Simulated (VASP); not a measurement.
# MgO (Periclase) (Fm-3m) in VASP: further runs

Runs on MgO (Periclase). Level: PBE. Tasks: single point, relaxation of cell and atoms.

Everything below comes from runs of VASP 6.6.1. Logs are shortened: lines on timing, memory, paths and dates and some standing lists are left out, and cuts for length are marked.

**What was measured.**

From “Electronic structure of alkaline earth and post-transition metal oxides”, 2009, arxiv:0908.1581, for a bulk crystal of MgO: band gap 7.83 eV.

How close the calculation comes is told below.

## (1) The cell of the first run

It takes space group Fm-3m (No. 225, cubic). Conventional cell: a = 4.254 Å, b = 4.254 Å, c = 4.254 Å, α = 90.00°, β = 90.00°, γ = 90.00°. Within 2.8 Å of Mg (site symmetry m-3m) lie 6 O at 2.13 Å. Within 2.8 Å of O (site symmetry m-3m) lie 6 Mg at 2.13 Å.

## (2) Single point, PBE

INCAR reads:

```
SYSTEM = MgO
PREC = Accurate
ENCUT = 520
EDIFF = 1E-6
ISMEAR = 0
SIGMA = 0.02
LREAL = .False.
LASPH = .True.
NELM = 100
ALGO = Normal
ISIF = 2
LWAVE = .False.
LCHARG = .False.
GGA = PE
NBANDS = 11
```

KPOINTS reads:

```
Automatic mesh
0
Gamma
  10 10 10
  0 0 0
```

POSCAR reads:

```
MgO
1.0
    0.0000000000      2.1268522620      2.1268522620
    2.1268522620      0.0000000000      2.1268522620
    2.1268522620      2.1268522620      0.0000000000
Mg O
1 1
Direct
    0.0000000000      0.0000000000      0.0000000000
    0.5000000000      0.5000000000      0.5000000000
```

Potentials or basis: VASP PAW PBE potentials, release 64 (Mg, O).

On the command line:

```bash
cat potpaw_PBE.64/Mg/POTCAR potpaw_PBE.64/O/POTCAR > POTCAR
mpirun -np 1 vasp_std > vasp.out
```

OUTCAR:

```text
SYSTEM = MgO
   PREC = Accurate
   ENCUT = 520
   EDIFF = 1E-6
   ISMEAR = 0
   LREAL = .False.
   LASPH = .True.
   NELM = 100
   ISIF = 2
   GGA = PE

 ion  position               nearest neighbor table
   1  0.000  0.000  0.000-   2 2.13   2 2.13   2 2.13   2 2.13   2 2.13   2 2.13
   2  0.500  0.500  0.500-   1 2.13   1 2.13   1 2.13   1 2.13   1 2.13   1 2.13

  LATTYP: Found a face centered cubic cell.
 ALAT       =     4.2537045240

  Lattice vectors:

 A1 = (   0.0000000000,   2.1268522620,   2.1268522620)
 A2 = (   2.1268522620,   0.0000000000,   2.1268522620)
 A3 = (   2.1268522620,   2.1268522620,   0.0000000000)

Analysis of symmetry for initial positions (statically):
=====================================================================
 Subroutine PRICEL returns:
 Original cell was already a primitive cell.

 Routine SETGRP: Setting up the symmetry group for a
 face centered cubic supercell.

 Subroutine GETGRP returns: Found 48 space group operations
 (whereof 48 operations were pure point group operations)
 out of a pool of 48 trial point group operations.

The static configuration has the point symmetry O_h .

Analysis of symmetry for dynamics (positions and initial velocities):
=====================================================================
 Subroutine PRICEL returns:
 Original cell was already a primitive cell.

 Routine SETGRP: Setting up the symmetry group for a
 face centered cubic supercell.

 Subroutine GETGRP returns: Found 48 space group operations
 (whereof 48 operations were pure point group operations)
 out of a pool of 48 trial point group operations.

The dynamic configuration has the point symmetry O_h .

 Subroutine INISYM returns: Found 48 space group operations
 (whereof 48 operations are pure point group operations),
 and found     1 'primitive' translations

----------------------------------------------------------------------------------------

                                     Primitive cell

  volume of cell :      19.2416

  direct lattice vectors                    reciprocal lattice vectors
     0.000000000  2.126852262  2.126852262    -0.235089202  0.235089202  0.235089202
     2.126852262  0.000000000  2.126852262     0.235089202 -0.235089202  0.235089202
     2.126852262  2.126852262  0.000000000     0.235089202  0.235089202 -0.235089202

  length of vectors
     3.007823314  3.007823314  3.007823314     0.407186441  0.407186441  0.407186441

  position of ions in fractional coordinates (direct lattice)
     0.000000000  0.000000000  0.000000000
     0.500000000  0.500000000  0.500000000

  ion indices of the primitive-cell ions
   primitive index   ion index
                 1           1
                 2           2

----------------------------------------------------------------------------------------

 KPOINTS: Automatic mesh

Automatic generation of k-mesh.
 Grid dimensions read from file:
 generate k-points for:   10   10   10

 Generating k-lattice:

  Cartesian coordinates                     Fractional coordinates (reciprocal lattice)
    -0.023508920  0.023508920  0.023508920     0.100000000  0.000000000  0.000000000
     0.023508920 -0.023508920  0.023508920     0.000000000  0.100000000  0.000000000
     0.023508920  0.023508920 -0.023508920     0.000000000  0.000000000  0.100000000

  Length of vectors
     0.040718644  0.040718644  0.040718644

  Shift w.r.t. Gamma in fractional coordinates (k-lattice)
     0.000000000  0.000000000  0.000000000

 Subroutine IBZKPT returns following result:
 ===========================================

 Found     47 irreducible k-points:

 Following reciprocal coordinates:
            Coordinates               Weight
  0.000000  0.000000  0.000000      1.000000
  0.100000  0.000000  0.000000      8.000000
  0.200000  0.000000  0.000000      8.000000
  0.300000  0.000000  0.000000      8.000000
  0.400000  0.000000  0.000000      8.000000
  0.500000  0.000000  0.000000      4.000000
[... 16 lines left out ...]
  0.300000  0.300000  0.000000      6.000000
  0.400000  0.300000  0.000000     24.000000
 [... further k-points ...]
   k-points           NKPTS =     47   k-points in BZ     NKDIM =     47   number of bands    NBANDS=     11
   number of dos      NEDOS =    301   number of ions     NIONS =      2
   total plane-waves  NPLWV =  13824
   dimension x,y,z NGX =    24 NGY =   24 NGZ =   24
   dimension x,y,z NGXF=    48 NGYF=   48 NGZF=   48
   ions per type =               1   1
   NGX,Y,Z   is equivalent  to a cutoff of  13.27, 13.27, 13.27 a.u.
   NGXF,Y,Z  is equivalent  to a cutoff of  26.53, 26.53, 26.53 a.u.
 SYSTEM =  MgO
   PREC   = accura    normal or accurate (medium, high low for compatibility)
   ISTART =      0    job   : 0-new  1-cont  2-samecut
   ICHARG =      2    charge: 1-file 2-atom 10-const
   ISPIN  =      1    spin polarized calculation?
   LNONCOLLINEAR =      F non collinear calculations
   LSORBIT =      F    spin-orbit coupling
   LASPH  =      T    aspherical Exc in radial PAW
   ENCUT  =  520.0 eV  38.22 Ry    6.18 a.u.   5.59  5.59  5.59*2*pi/ulx,y,z
   NELM   =    100;   NELMIN=  2; NELMDL= -5     # of ELM steps
   EDIFF  = 0.1E-05   stopping-criterion for ELM
   LREAL  =      F    real-space projection
   EDIFFG = 0.1E-04   stopping-criterion for IOM
   NSW    =      0    number of steps for IOM
   IBRION =     -1    ionic relax: 0-MD 1-quasi-New 2-CG
   NFREE  =      0    steps in history (QN), initial steepest desc. (CG)
   ISIF   =      2    stress and relaxation
   ISYM   =      2    0-nonsym 1-usesym 2-fastsym
   POTIM  = 0.5000    time-step for ionic-motion
   TEBEG  =    0.0;   TEEND  =   0.0 temperature during run
   PSTRESS=    0.0 pullay stress
   NELECT =       8.0000    total number of electrons
   NUPDOWN=      -1.0000    fix difference up-down
   EMIN   =  10.00;   EMAX   =-10.00  energy-range for DOS
   EFERMI =   0.00;   METHOD = LEGACY
   ISMEAR =     0;   SIGMA  =   0.02  broadening in eV -4-tet -1-fermi 0-gaus
   EFERMI_NEDOS =   21; number of points for ismear=-14 and -15
   IALGO  =     38    algorithm
   IMIX   =      4    mixing-type and parameters
     AMIX     =   0.40;   BMIX     =  1.00
     AMIX_MAG =   1.60;   BMIX_MAG =  1.00
  volume/ion in A,a.u.               =       9.62        64.92
  Fermi-wavevector in a.u.,A,eV,Ry     =   1.221868  2.308995 20.312962  1.492961
  Thomas-Fermi vector in A             =   2.357035
   LORBIT       =      0    0 simple, 1 ext, 2 COOP (PROOUT), +10 PAW based schemes
   GGA     = PE    functional components
   LHFCALC =     F    Hartree Fock is set to
   AEXX    =    0.0000 exact exchange contribution
   IVDW    =     0    specifies the selected vdW correction
   LEPSILON=     F    determine dielectric tensor
   LRPA    =     F    only Hartree local field effects (RPA)
 non-spin polarized calculation
 Gauss-broadening in eV      SIGMA  =   0.02
  energy-cutoff  :      520.00
  volume of cell :       19.24
 maximum number of plane-waves:       534
 NGX is ok and might be reduce to    24
   NGX = 11   NGY = 11   NGZ = 11

 number of electron       8.0000004 magnetization

 Free energy of the ion-electron system (eV)
  ---------------------------------------------------
  ext. energy  EPLUGINS =         0.00000000
  ---------------------------------------------------
  free energy    TOTEN  =       -11.91168713 eV

  energy without entropy =      -11.91168713  energy(sigma->0) =      -11.91168713

 E-fermi :   3.1555     XC(G=0): -10.9397

 val. band max:        2.9690481226   @ k =   0.0000   0.0000   0.0000
 cond. band min:       7.4135115585   @ k =   0.0000   0.0000   0.0000
 fundamental gap:      4.4444634360
 Fermi energy:         3.1554790126

 k-point     1 :       0.0000    0.0000    0.0000
  band No.  band energies     occupation
      1     -14.1458      2.00000
      2       2.9690      2.00000
      3       2.9690      2.00000
      4       2.9690      2.00000
      5       7.4135      0.00000
      6      18.6011      0.00000
      7      18.6011      0.00000
      8      18.6011      0.00000
      9      22.4408      0.00000
     10      24.1811      0.00000
     11      24.1811      0.00000

 k-point     2 :       0.1000    0.0000    0.0000
  band No.  band energies     occupation
      1     -14.0455      2.00000
      2       2.3226      2.00000
      3       2.9049      2.00000
      4       2.9049      2.00000
      5       8.0456      0.00000
      6      17.3597      0.00000
      7      18.8299      0.00000
      8      18.8299      0.00000
      9      23.4092      0.00000
     10      23.4092      0.00000
     11      24.0403      0.00000

 k-point     3 :       0.2000    0.0000    0.0000
  band No.  band energies     occupation
      1     -13.7700      2.00000
      2       1.0309      2.00000
      3       2.7424      2.00000
      4       2.7424      2.00000
      5       9.2447      0.00000
      6      15.8391      0.00000
      7      19.2756      0.00000
      8      19.2756      0.00000
      9      22.7108      0.00000
     10      22.7108      0.00000
     11      24.7607      0.00000

 k-point     4 :       0.3000    0.0000    0.0000
  band No.  band energies     occupation
      1     -13.3996      2.00000
      2      -0.2485      2.00000
      3       2.5511      2.00000
      4       2.5511      2.00000
      5      10.2085      0.00000
      6      15.0971      0.00000
      7      19.3375      0.00000
      8      19.3375      0.00000
      9      23.1637      0.00000
     10      23.1637      0.00000
     11      24.1408      0.00000

 k-point     5 :       0.4000    0.0000    0.0000
  band No.  band energies     occupation
      1     -13.0694      2.00000
      2      -1.1773      2.00000
      3       2.4032      2.00000
      4       2.4032      2.00000
      5      10.6113      0.00000
      6      15.1078      0.00000
      7      19.0958      0.00000
      8      19.0958      0.00000
      9      23.6076      0.00000
     10      24.3923      0.00000
     11      24.3923      0.00000
[... 211 lines left out ...]
 k-point    21 :      -0.3000    0.2000    0.0000
  band No.  band energies     occupation
      1     -12.9945      2.00000
      2      -0.6047      2.00000
      3       1.2238      2.00000
      4       2.3476      2.00000
      5      11.9855      0.00000
      6      14.6848      0.00000
      7      16.8202      0.00000
      8      19.9522      0.00000
      9      22.9732      0.00000
     10      23.6834      0.00000
     11      27.5321      0.00000

 k-point    22 :      -0.2000    0.2000    0.0000
  band No.  band energies     occupation
      1     -13.2893      2.00000
      2      -0.0575      2.00000
      3       1.6798      2.00000
      4       2.5497      2.00000
      5      11.1308      0.00000
      6      14.7132      0.00000
      7      17.7463      0.00000
      8      20.4069      0.00000
      9      21.2256      0.00000
     10      23.9857      0.00000
     11      27.2853      0.00000

 k-point    23 :       0.3000    0.3000    0.0000
  band No.  band energies     occupation
      1     -13.2069      2.00000
      2      -0.1047      2.00000
      3       2.0621      2.00000
      4       2.0621      2.00000
      5      11.5138      0.00000
      6      13.3400      0.00000
      7      17.0751      0.00000
      8      20.5482      0.00000
      9      20.5482      0.00000
     10      26.7823      0.00000
     11      29.7493      0.00000

 k-point    24 :       0.4000    0.3000    0.0000
  band No.  band energies     occupation
      1     -12.9741      2.00000
      2      -0.5108      2.00000
      3       1.7084      2.00000
      4       1.9197      2.00000
      5      12.2529      0.00000
      6      13.0529      0.00000
      7      16.2587      0.00000
      8      20.7615      0.00000
      9      20.9630      0.00000
     10      27.4940      0.00000
     11      29.3591      0.00000

 [... further k-points ...]
[... 5 lines left out ...]
  --------------------------------------------------------------------------------------
  -------------------------------------------------------------------------------------
  Total       -0.0887331     -0.0887331     -0.0887331      0.0000000      0.0000000      0.0000000
  in kB       -7.3884623     -7.3884623     -7.3884623      0.0000000      0.0000000      0.0000000
  external PRESSURE =      -7.3884623 kB  Pullay stress =       0.0000000 kB

 VOLUME and BASIS-vectors are now :
 -----------------------------------------------------------------------------
  energy-cutoff  :      520.00
  volume of cell :       19.24
      direct lattice vectors                 reciprocal lattice vectors
     0.000000000  2.126852262  2.126852262    -0.235089202  0.235089202  0.235089202
     2.126852262  0.000000000  2.126852262     0.235089202 -0.235089202  0.235089202
     2.126852262  2.126852262  0.000000000     0.235089202  0.235089202 -0.235089202

 POSITION                                       TOTAL-FORCE (eV/Angst)
 -----------------------------------------------------------------------------------
      0.00000      0.00000      0.00000         0.000000      0.000000     -0.000000
      2.12685      2.12685      2.12685        -0.000000     -0.000000      0.000000
 -----------------------------------------------------------------------------------
    total drift:                               -0.000000     -0.000000      0.000000

  FREE ENERGIE OF THE ION-ELECTRON SYSTEM (eV)
  ---------------------------------------------------
  free  energy   TOTEN  =       -11.9116871302 eV

  energy  without entropy=      -11.9116871302  energy(sigma->0) =      -11.91168713
```

It took 3.7 s on 1 thread of Intel Xeon 6975P-C (Granite Rapids), shared host; peak memory 0.14 GiB.

Results:

| Quantity | Value |
| --- | --- |
| Free energy | -11.9117 eV |
| Pressure | -0.7 GPa |
| Band gap on the k mesh | 4.44 eV, direct |

(Part 1 of 2 ends here.)
